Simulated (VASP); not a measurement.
# ScHO2 (R-3m) in VASP: notebook, part 3 of 3

VASP 6.6.1. The steps go on from the part before.

## 4. Single point, PBEsol

This run uses another cell than the first one, of the same volume but with other edges.

The input, INCAR:

```
  ALGO = Normal
  EDIFF = 1E-6
  ENCUT = 520
  GGA = PS
  ISIF = 2
  ISMEAR = 0
  LASPH = T
  LCHARG = F
  LREAL = F
  LWAVE = F
  NBANDS = 20
  NELM = 80
  PREC = Accurate
  SIGMA = 0.05
```

The input, KPOINTS:

```
k-points
0
Gamma
  9 9 9
```

The input, POSCAR:

```
ScHO2
1.0
    1.7414177574      1.0054080110      3.9046320711
   -1.7414177574      1.0054080110      3.9046320711
    0.0000000000     -2.0108160221      3.9046320711
Sc H O
1 1 2
Direct
    0.0000000000      0.0000000000      0.0000000000
    0.5000000000      0.5000000000      0.5000000000
    0.5897010000      0.5897010000      0.5897010000
    0.4102990000      0.4102990000      0.4102990000
```

Potentials or basis: VASP PAW PBE potentials, release 64 (Sc_sv, H, O).

Run with:

```console
cat potpaw_PBE.64/Sc_sv/POTCAR potpaw_PBE.64/H/POTCAR potpaw_PBE.64/O/POTCAR > POTCAR
mpirun -np 1 vasp_std > vasp.out
```

OUTCAR:

```text
EDIFF = 1E-6
   ENCUT = 520
   GGA = PS
   ISIF = 2
   ISMEAR = 0
   LASPH = T
   LREAL = F
   NELM = 80
   PREC = Accurate

 ion  position               nearest neighbor table
   1  0.000  0.000  0.000-   3 2.20   3 2.20   4 2.20   4 2.20   3 2.20   4 2.20
   2  0.500  0.500  0.500-   3 1.05   4 1.05
   3  0.590  0.590  0.590-   2 1.05   1 2.20   1 2.20   1 2.20
   4  0.410  0.410  0.410-   2 1.05   1 2.20   1 2.20   1 2.20

  LATTYP: Found a trigonal (rhomboedric) cell.
 ALAT       =     4.3919850506
 COS(alpha) =     0.6855770583

  Lattice vectors:

 A1 = (   1.7414177574,   1.0054080110,   3.9046320711)
 A2 = (  -1.7414177574,   1.0054080110,   3.9046320711)
 A3 = (   0.0000000000,  -2.0108160221,   3.9046320711)

Analysis of symmetry for initial positions (statically):
=====================================================================
 Subroutine PRICEL returns:
 Original cell was already a primitive cell.

 Routine SETGRP: Setting up the symmetry group for a
 trigonal (rhombohedral) supercell.

 Subroutine GETGRP returns: Found 12 space group operations
 (whereof 12 operations were pure point group operations)
 out of a pool of 12 trial point group operations.

The static configuration has the point symmetry D_3d.

Analysis of symmetry for dynamics (positions and initial velocities):
=====================================================================
 Subroutine PRICEL returns:
 Original cell was already a primitive cell.

 Routine SETGRP: Setting up the symmetry group for a
 trigonal (rhombohedral) supercell.

 Subroutine GETGRP returns: Found 12 space group operations
 (whereof 12 operations were pure point group operations)
 out of a pool of 12 trial point group operations.

The dynamic configuration has the point symmetry D_3d.

 Subroutine INISYM returns: Found 12 space group operations
 (whereof 12 operations are pure point group operations),
 and found     1 'primitive' translations

----------------------------------------------------------------------------------------

                                     Primitive cell

  volume of cell :      41.0182

  direct lattice vectors                    reciprocal lattice vectors
     1.741417757  1.005408011  3.904632071     0.287122374  0.165770180  0.085368692
    -1.741417757  1.005408011  3.904632071    -0.287122374  0.165770180  0.085368692
     0.000000000 -2.010816022  3.904632071     0.000000000 -0.331540359  0.085368692

  length of vectors
     4.391985051  4.391985051  4.391985051     0.342354821  0.342354821  0.342354821

  position of ions in fractional coordinates (direct lattice)
     0.000000000  0.000000000  0.000000000
     0.500000000  0.500000000  0.500000000
     0.589701000  0.589701000  0.589701000
     0.410299000  0.410299000  0.410299000

  ion indices of the primitive-cell ions
   primitive index   ion index
                 1           1
                 2           2
                 3           3
                 4           4

----------------------------------------------------------------------------------------

 KPOINTS: k-points

Automatic generation of k-mesh.
 Grid dimensions read from file:
 generate k-points for:    9    9    9

 Generating k-lattice:

  Cartesian coordinates                     Fractional coordinates (reciprocal lattice)
     0.031902486  0.018418909  0.009485410     0.111111111  0.000000000  0.000000000
    -0.031902486  0.018418909  0.009485410     0.000000000  0.111111111  0.000000000
     0.000000000 -0.036837818  0.009485410     0.000000000  0.000000000  0.111111111

  Length of vectors
     0.038039425  0.038039425  0.038039425

  Shift w.r.t. Gamma in fractional coordinates (k-lattice)
     0.000000000  0.000000000  0.000000000

 Subroutine IBZKPT returns following result:
 ===========================================

 Found     85 irreducible k-points:

 Following reciprocal coordinates:
            Coordinates               Weight
  0.000000  0.000000  0.000000      1.000000
  0.111111 -0.000000  0.000000      6.000000
  0.222222 -0.000000  0.000000      6.000000
  0.333333 -0.000000  0.000000      6.000000
  0.444444 -0.000000  0.000000      6.000000
  0.111111  0.111111  0.000000      6.000000
[... 16 lines left out ...]
 -0.333333  0.333333  0.000000      6.000000
  0.444444  0.444444 -0.000000      6.000000
 [... further k-points ...]
   k-points           NKPTS =     85   k-points in BZ     NKDIM =     85   number of bands    NBANDS=     20
   number of dos      NEDOS =    301   number of ions     NIONS =      4
   total plane-waves  NPLWV =  46656
   dimension x,y,z NGX =    36 NGY =   36 NGZ =   36
   dimension x,y,z NGXF=    72 NGYF=   72 NGZF=   72
   ions per type =               1   1   2
   NGX,Y,Z   is equivalent  to a cutoff of  13.63, 13.63, 13.63 a.u.
   NGXF,Y,Z  is equivalent  to a cutoff of  27.25, 27.25, 27.25 a.u.
 SYSTEM =  unknown system
   PREC   = accura    normal or accurate (medium, high low for compatibility)
   ISTART =      0    job   : 0-new  1-cont  2-samecut
   ICHARG =      2    charge: 1-file 2-atom 10-const
   ISPIN  =      1    spin polarized calculation?
   LNONCOLLINEAR =      F non collinear calculations
   LSORBIT =      F    spin-orbit coupling
   LASPH  =      T    aspherical Exc in radial PAW
   ENCUT  =  520.0 eV  38.22 Ry    6.18 a.u.   8.17  8.17  8.17*2*pi/ulx,y,z
   NELM   =     80;   NELMIN=  2; NELMDL= -5     # of ELM steps
   EDIFF  = 0.1E-05   stopping-criterion for ELM
   LREAL  =      F    real-space projection
   EDIFFG = 0.1E-04   stopping-criterion for IOM
   NSW    =      0    number of steps for IOM
   IBRION =     -1    ionic relax: 0-MD 1-quasi-New 2-CG
   NFREE  =      0    steps in history (QN), initial steepest desc. (CG)
   ISIF   =      2    stress and relaxation
   ISYM   =      2    0-nonsym 1-usesym 2-fastsym
   POTIM  = 0.5000    time-step for ionic-motion
   TEBEG  =    0.0;   TEEND  =   0.0 temperature during run
   PSTRESS=    0.0 pullay stress
   NELECT =      24.0000    total number of electrons
   NUPDOWN=      -1.0000    fix difference up-down
   EMIN   =  10.00;   EMAX   =-10.00  energy-range for DOS
   EFERMI =   0.00;   METHOD = LEGACY
   ISMEAR =     0;   SIGMA  =   0.05  broadening in eV -4-tet -1-fermi 0-gaus
   EFERMI_NEDOS =   21; number of points for ismear=-14 and -15
   IALGO  =     38    algorithm
   IMIX   =      4    mixing-type and parameters
     AMIX     =   0.40;   BMIX     =  1.00
     AMIX_MAG =   1.60;   BMIX_MAG =  1.00
  volume/ion in A,a.u.               =      10.25        69.20
  Fermi-wavevector in a.u.,A,eV,Ry     =   1.369261  2.587529 25.509246  1.874877
  Thomas-Fermi vector in A             =   2.495152
   LORBIT       =      0    0 simple, 1 ext, 2 COOP (PROOUT), +10 PAW based schemes
   GGA     = PS    functional components
   LHFCALC =     F    Hartree Fock is set to
   AEXX    =    0.0000 exact exchange contribution
   IVDW    =     0    specifies the selected vdW correction
   LEPSILON=     F    determine dielectric tensor
   LRPA    =     F    only Hartree local field effects (RPA)
 non-spin polarized calculation
 Gauss-broadening in eV      SIGMA  =   0.05
  energy-cutoff  :      520.00
  volume of cell :       41.02
 maximum number of plane-waves:      1128
 NGX is ok and might be reduce to    36

 number of electron      24.0000000 magnetization

 Free energy of the ion-electron system (eV)
  ---------------------------------------------------
  ext. energy  EPLUGINS =         0.00000000
  ---------------------------------------------------
  free energy    TOTEN  =       -29.39496725 eV

  energy without entropy =      -29.39496725  energy(sigma->0) =      -29.39496725

 E-fermi :   2.7478     XC(G=0): -10.3655

 val. band max:        2.4051546056   @ k =  -0.1111   0.1111   0.0000
 cond. band min:       4.7199495360   @ k =   0.0000   0.0000   0.0000
 fundamental gap:      2.3147949303
 Fermi energy:         2.7478359365

 k-point     1 :       0.0000    0.0000    0.0000
  band No.  band energies     occupation
      1     -46.0901      2.00000
      2     -24.9639      2.00000
      3     -24.6030      2.00000
      4     -24.6030      2.00000
      5     -17.0401      2.00000
      6     -13.2417      2.00000
[... 12 lines left out ...]
     19      13.0578      0.00000
     20      19.0453      0.00000
[... 507 lines left out ...]
 k-point    24 :       0.4444    0.4444   -0.0000
  band No.  band energies     occupation
      1     -46.0670      2.00000
      2     -24.9259      2.00000
      3     -24.8853      2.00000
      4     -24.6546      2.00000
      5     -16.6442      2.00000
      6     -13.5458      2.00000
[... 12 lines left out ...]
     19      12.7253      0.00000
     20      14.9277      0.00000

 [... further k-points ...]
[... 5 lines left out ...]
  --------------------------------------------------------------------------------------
  -------------------------------------------------------------------------------------
  Total       -5.5584467     -5.5584467     15.2139302     -0.0000000     -0.0000000     -0.0000000
  in kB     -217.1137599   -217.1137599    594.2583935     -0.0000000     -0.0000000     -0.0000000
  external PRESSURE =      53.3436246 kB  Pullay stress =       0.0000000 kB

 VOLUME and BASIS-vectors are now :
 -----------------------------------------------------------------------------
  energy-cutoff  :      520.00
  volume of cell :       41.02
      direct lattice vectors                 reciprocal lattice vectors
     1.741417757  1.005408011  3.904632071     0.287122374  0.165770180  0.085368692
    -1.741417757  1.005408011  3.904632071    -0.287122374  0.165770180  0.085368692
     0.000000000 -2.010816022  3.904632071     0.000000000 -0.331540359  0.085368692

 POSITION                                       TOTAL-FORCE (eV/Angst)
 -----------------------------------------------------------------------------------
      0.00000      0.00000      0.00000         0.000000     -0.000000     -0.000000
      0.00000     -0.00000      5.85695        -0.000000     -0.000000      0.000000
      0.00000     -0.00000      6.90770         0.000000     -0.000000      5.985852
      0.00000     -0.00000      4.80620         0.000000      0.000000     -5.985852
 -----------------------------------------------------------------------------------
    total drift:                               -0.000000      0.000000      0.000000

  FREE ENERGIE OF THE ION-ELECTRON SYSTEM (eV)
  ---------------------------------------------------
  free  energy   TOTEN  =       -29.3949672546 eV

  energy  without entropy=      -29.3949672546  energy(sigma->0) =      -29.39496725
```

stdout:

```text
POSCAR found type information on POSCAR ScH O
 POSCAR found :  3 types and       4 ions
 scaLAPACK will be used
 -----------------------------------------------------------------------------
|                                                                             |
|                                                                             |
|     You enforced a specific xc type in the INCAR file but a different       |
|     I HOPE YOU KNOW WHAT YOU ARE DOING!                                     |
|                                                                             |
 -----------------------------------------------------------------------------

 LDA part: xc-table for (Slater+PW92), standard interpolation
 POSCAR, INCAR and KPOINTS ok, starting setup
 FFT: planning ... GRIDC
 FFT: planning ... GRID_SOFT
 FFT: planning ... GRID
 WAVECAR not read
 entering main loop
```

Wall time 88 s (1 thread of Intel Xeon Platinum 8259CL at 2.50GHz (Skylake/Cascade Lake), shared host); peak memory 0.24 GiB.

Results:

- Free energy: -29.3950 eV
- Pressure: 5.3 GPa
- Largest force: 5.986 eV/Å
- Band gap on the k mesh: 2.31 eV (least direct gap 2.34 eV)

Forces on the atoms (eV/Å):
```
Sc   0.000  0.000  0.000
H    0.000  0.000  0.000
O    0.000  0.000  5.986
O    0.000  0.000 -5.986
```

Stress tensor (GPa, compression positive):
```
-21.71   0.00   0.00
  0.00 -21.71   0.00
  0.00   0.00  59.43
```

Levels at points of the mesh, in eV from the valence-band top:
| k point | band 9 | band 10 | band 11 | band 12 | band 13 | band 14 | band 15 | band 16 |
| --- | --- | --- | --- | --- | --- | --- | --- | --- |
| (0.00, 0.00, 0.00) | -3.12 | -1.83 | -1.83 | -0.03 | 2.31 | 3.35 | 3.35 | 5.82 |

Caveat: the cell stands under pressure; the PAW data sets were made with another functional, which shifts forces and pressure a little; an odd mesh through Γ misses points on the zone boundary, where band edges can lie.

## 5. Single point, PBEsol

This run uses another cell than the first one, of the same volume but with other edges.

The input, INCAR:

```
ALGO = Normal
EDIFF = 1E-6
ENCUT = 520
GGA = PS
ISIF = 2
ISMEAR = 0
LASPH = T
LCHARG = F
LREAL = F
LWAVE = F
NBANDS = 20
NELM = 80
PREC = Accurate
SIGMA = 0.05
```

KPOINTS is that of step 4.

The input, POSCAR:

```
ScHO2
1.0
    1.4812164057      0.8551806906      5.3969578629
   -1.4812164057      0.8551806906      5.3969578629
    0.0000000000     -1.7103613812      5.3969578629
Sc H O
1 1 2
Direct
    0.0000000000      0.0000000000      0.0000000000
    0.5000000000      0.5000000000      0.5000000000
    0.5897010000      0.5897010000      0.5897010000
    0.4102990000      0.4102990000      0.4102990000
```

Run with:

```console
cat potpaw_PBE.64/Sc_sv/POTCAR potpaw_PBE.64/H/POTCAR potpaw_PBE.64/O/POTCAR > POTCAR
mpirun -np 1 vasp_std > vasp.out
```

It took 2.7 min on 1 thread of Intel Xeon Platinum 8259CL at 2.50GHz (Skylake/Cascade Lake), shared host; peak memory 0.29 GiB.

It converged, with:

* Free energy: -29.1849 eV
* Pressure: -6.0 GPa
* Largest force: 0.690 eV/Å
* Band gap on the k mesh: 2.78 eV (least direct gap 3.02 eV)

Forces on the atoms (eV/Å):
```
Sc   0.000  0.000  0.000
H    0.000  0.000  0.000
O    0.000  0.000 -0.690
O    0.000  0.000  0.690
```

Stress tensor (GPa, compression positive):
```
 17.98   0.00   0.00
  0.00  17.98   0.00
  0.00   0.00 -53.96
```

Levels at points of the mesh, in eV from the valence-band top:
| k point | band 8 | band 9 | band 10 | band 11 | band 12 | band 13 | band 14 | band 15 | band 16 | band 17 |
| --- | --- | --- | --- | --- | --- | --- | --- | --- | --- | --- |
| (0.00, 0.00, 0.00) | -1.71 | -1.71 | -1.13 | -0.11 | -0.11 | 2.91 | 4.72 | 4.72 | 5.92 | 7.33 |

Caveat: the cell stands under tension; the PAW data sets were made with another functional, which shifts forces and pressure a little; an odd mesh through Γ misses points on the zone boundary, where band edges can lie.

## 6. Summary

```tsv
cell	gap on the mesh (eV)	pressure (GPa)	largest force (eV/Å)
a = 5.410 Å, angles 32.7°, 4 atoms	3.37	-6.3	0.89
a = 4.696 Å, angles 41.5°, 4 atoms	3.68	-2.3	1.63
a = 4.392 Å, angles 46.7°, 4 atoms	2.31	5.3	5.99
a = 5.661 Å, angles 30.3°, 4 atoms	2.78	-6.0	0.69
```

Alike in all rows: task single point; level PBEsol; potentials or basis VASP PAW PBE potentials, release 64 (Sc_sv, H, O); no spin polarisation; k mesh 9 × 9 × 9; cutoff (eV) 520; smearing gaussian 0.05 eV.

Caveats: the PAW data sets were made with another functional, which shifts forces and pressure a little; an odd mesh through Γ misses points on the zone boundary, where band edges can lie; the cell stands under tension (at least some runs); the cell stands under pressure (at least some runs).

Absolute energies hang on the potentials; compare differences alone.
